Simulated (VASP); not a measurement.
Input of a VASP 6.6.1 run:

INCAR

```
SYSTEM = HfO2
PREC     = Accurate       ! precision mode
ENCUT    = 600            ! plane-wave cutoff, eV
EDIFF    = 1E-7           ! SCF threshold, eV
ISMEAR   = 0              ! smearing method
SIGMA    = 0.02           ! smearing width, eV
LREAL    = .FALSE.        ! projectors in reciprocal space
LASPH    = .TRUE.         ! aspherical terms in the spheres
NELM     = 80             ! most SCF steps
ALGO     = Normal         ! electronic algorithm
ISIF     = 4              ! what is computed and relaxed
LWAVE    = .FALSE.        ! write WAVECAR
LCHARG   = .FALSE.        ! write CHGCAR
GGA      = PE             ! functional
IBRION   = 2              ! ionic algorithm
NSW      = 50             ! ionic steps
EDIFFG   = -0.01          ! ionic threshold
```

Contents of KPOINTS:

```
regular mesh
0
G
  6 6 4
  0 0 0
```

The input POSCAR:

```
HfO2
1.0
    3.5678951822      0.0000000000      0.0000000000
    0.0000000000      3.5678951822      0.0000000000
    0.0000000000      0.0000000000      5.2107920635
Hf O
2 4
Direct
    0.5000000000      0.5000000000      0.5000000000
    0.0000000000      0.0000000000      0.0000000000
    0.0000000000      0.5000000000      0.6932521158
    0.5000000000      0.0000000000      0.8067478842
    0.5000000000      0.0000000000      0.3067478842
    0.0000000000      0.5000000000      0.1932521158
```

Potentials or basis: VASP PAW PBE potentials, release 64 (Hf_pv, O).

Run with:

```sh
$ cat potpaw_PBE.64/Hf_pv/POTCAR potpaw_PBE.64/O/POTCAR > POTCAR
$ mpirun -np 1 vasp_std > vasp.out
```

Question: Estimate the band gap on the k mesh.

Answer: 4.68 eV, indirect (least direct gap 4.76 eV).

Forces in eV/Å, atoms in the order of the input:
```
Hf   0.000  0.000  0.000
Hf   0.000  0.000  0.000
O    0.000  0.000 -0.004
O    0.000  0.000  0.004
O    0.000  0.000  0.004
O    0.000  0.000 -0.004
```

Caveat: spin-orbit coupling is left out, which moves the levels of the heavy elements. A k mesh can miss the band edges.
